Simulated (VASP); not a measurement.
# Sc: relaxation of cell and atoms with PBE

Crystal: Sc.

```
Sc
1.0
     0.00000    3.21951    3.21951
     3.21951    0.00000    3.21951
     3.21951    3.21951    0.00000
Sc
2
Direct
  0.00000 0.00000 0.00000
  0.25000 0.25000 0.25000
```

| Quantity | Value |
| --- | --- |
| Program | VASP 6.6.1 |
| Task | relaxation of cell and atoms |
| Functional | PBE |
| Potentials or basis | VASP PAW PBE potentials, release 64 (Sc_sv) |
| Cutoff | 600 eV |
| k mesh | 10 × 10 × 10 |
| Occupations | fermi-dirac, width 0.03 eV |
| Spin | no spin polarisation |
| Dipole correction | no |
| Further INCAR settings | ALGO = Normal; EDIFF = 1e-07; IBRION = 2; EDIFFG = -0.005; NSW = 100; ISIF = 3 |

| Item | Value |
| --- | --- |
| Relaxed volume | 33.89 Å³/atom |
| Relaxed cell | a = 4.576 Å, b = 4.576 Å, c = 4.576 Å, α = 60.00°, β = 60.00°, γ = 60.00° |
| Space group after relaxing (to 0.05 Å) | Fd-3m (No. 227) |
| Energy gained by relaxing | 0.2 meV/atom |
| Ionic steps | 4 |
| Pressure after relaxing | 0.0 GPa |
| Band gap on the k mesh | zero (band 11 reaches 2.15 eV, above the bottom of band 12 at 1.58 eV) |

The path:
```tsv
step	energy change (eV)	largest force (eV/Å)	pressure (GPa)	volume (Å³)
1	0.0000	0.0000	0.15	66.74
2	-0.0002	0.0000	0.09	67.05
3	-0.0004	0.0000	0.05	67.29
4	-0.0004	0.0000	-0.02	67.78
```

Final structure:
```
CELL_PARAMETERS angstrom
0.00000 3.23607 3.23607
3.23607 0.00000 3.23607
3.23607 3.23607 0.00000
ATOMIC_POSITIONS crystal
Sc 0.00000 0.00000 0.00000
Sc 0.25000 0.25000 0.25000
```

Levels at points of the mesh, in eV from the Fermi level:
```tsv
k point	band 9	band 10	band 11	band 12	band 13	band 14
(0.00, 0.00, 0.00)	-4.10	-0.02	-0.02	0.21	0.21	0.21
(0.50, 0.00, 0.00)	-1.87	-1.00	-0.05	-0.05	0.33	0.33
(0.50, 0.50, 0.00)	-1.06	-1.06	-0.23	-0.23	0.44	0.44
```

It took 3.4 min on 1 thread of AMD EPYC 7R13 (shared host), peak memory 0.21 GiB.
